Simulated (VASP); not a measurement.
Input of a VASP 6.6.1 run:

File INCAR:

```
PREC = Accurate
ENCUT = 820
EDIFF = 1E-6
ISMEAR = -1
SIGMA = 0.05
LREAL = False
LASPH = True
NELM = 120
ALGO = Normal
ISIF = 2
LWAVE = False
LCHARG = False
GGA = CA
NBANDS = 33
GGA_COMPAT = False
```

The input KPOINTS:

```
Automatic mesh
0
Gamma
  10 10 5
```

The input POSCAR:

```
CuO
1.0
    2.3418500000     -1.7113000000      0.0000000000
    2.3418500000      1.7113000000      0.0000000000
   -0.8500274268      0.0000000000      5.0578693947
Cu O
2 2
Direct
    0.5000000000      0.0000000000      0.5000000000
    0.0000000000      0.5000000000      0.0000000000
    0.4184000000      0.5816000000      0.7500000000
    0.5816000000      0.4184000000      0.2500000000
```

Potentials or basis: VASP PAW LDA potentials, release 64 (Cu_sv_GW, O).

The run is started by

```sh
$ cat potpaw_LDA.64/Cu_sv_GW/POTCAR potpaw_LDA.64/O/POTCAR > POTCAR
$ mpirun -np 1 vasp_std > vasp.out
```

Problem. What does it give for the pressure?

Solution. -9.9 GPa.

Problem. Estimate the band gap on the k mesh.

Solution. Zero (bands 25 and 26 overlap by 0.60 eV).

Problem. Estimate the largest force.

Solution. 0.446 eV/Å.

Forces on the atoms (eV/Å):
```
Cu   0.000  0.000  0.000
Cu   0.000  0.000  0.000
O    0.000 -0.446  0.000
O    0.000  0.446  0.000
```

Caveat: the stress differs along the axes, from -13 to -6 GPa; semilocal functionals often make such compounds metallic where correlation or magnetic order opens a gap, which also shifts bond lengths. With open d or f shells a metallic result of LDA can be an artefact of self-interaction; +U or a hybrid may open a gap.
